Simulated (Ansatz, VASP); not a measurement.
**Two plane-wave programs on TiO2**

The input INCAR:

```
SYSTEM = TiO2
  ALGO = Normal
  EDIFF = 1E-6
  ENCUT = 520
  GGA = PE
  ISIF = 2
  ISMEAR = -1
  LASPH = .True.
  LCHARG = .False.
  LREAL = .False.
  LWAVE = .False.
  NBANDS = 33
  NELM = 60
  PREC = Accurate
  SIGMA = 0.05
```

File KPOINTS:

```
k-points
0
Gamma
  8 8 8
  0 0 0
```

File POSCAR:

```
TiO2
1.0
   -1.8921000000      1.8921000000      4.7335135000
    1.8921000000     -1.8921000000      4.7335135000
    1.8921000000      1.8921000000     -4.7335135000
Ti O
2 4
Direct
    0.0000000000      0.0000000000      0.0000000000
    0.7500000000      0.2500000000      0.5000000000
    0.2081000000      0.2081000000      0.0000000000
    0.9581000000      0.4581000000      0.5000000000
    0.5419000000      0.0419000000      0.5000000000
    0.7919000000      0.7919000000      0.0000000000
```

Input for Ansatz:

```yaml
crystal:
  lattice:
    - [-1.8921, 1.8921, 4.7335135]
    - [1.8921, -1.8921, 4.7335135]
    - [1.8921, 1.8921, -4.7335135]
  atoms:
    - { symbol: Ti, position: [0.0, 0.0, 0.0] }
    - { symbol: Ti, position: [0.75, 0.25, 0.5] }
    - { symbol: O, position: [0.2081, 0.2081, 0.0] }
    - { symbol: O, position: [0.9581, 0.4581, 0.5] }
    - { symbol: O, position: [0.5419, 0.0419, 0.5] }
    - { symbol: O, position: [0.7919, 0.7919, 0.0] }
basis:
  ecutwfc: 520.0
kpoints:
  mp_grid:
    grid: [8, 8, 8]
hamiltonian:
  xc: pbe
  pseudopotentials:
    kind: paw
scf:
  occupations:
    method: fermi_dirac
    width: 0.05
output:
  stress: true
```

Alike in both runs: task single point; functional PBE; k mesh 8 × 8 × 8; occupations fermi-dirac, width 0.05 eV; no spin polarisation.

```csv
,VASP,Ansatz
version,VASP 6.6.1,Ansatz 0.2.0
potentials or method,"VASP PAW PBE potentials, release 64 (Ti_sv, O), cutoff 520 eV","plane waves, PAW"
valence electrons in the cell,48,48
```

|  | VASP | Ansatz | Ansatz less VASP |
| --- | --- | --- | --- |
| pressure (GPa) | 7.1 | 6.4 | -0.72 |
| traceless stress, the component that is largest in VASP (GPa) | 1.87 | 1.79 | -0.081 |

With one functional, cell and mesh, what is left measures potentials, basis and numerics.
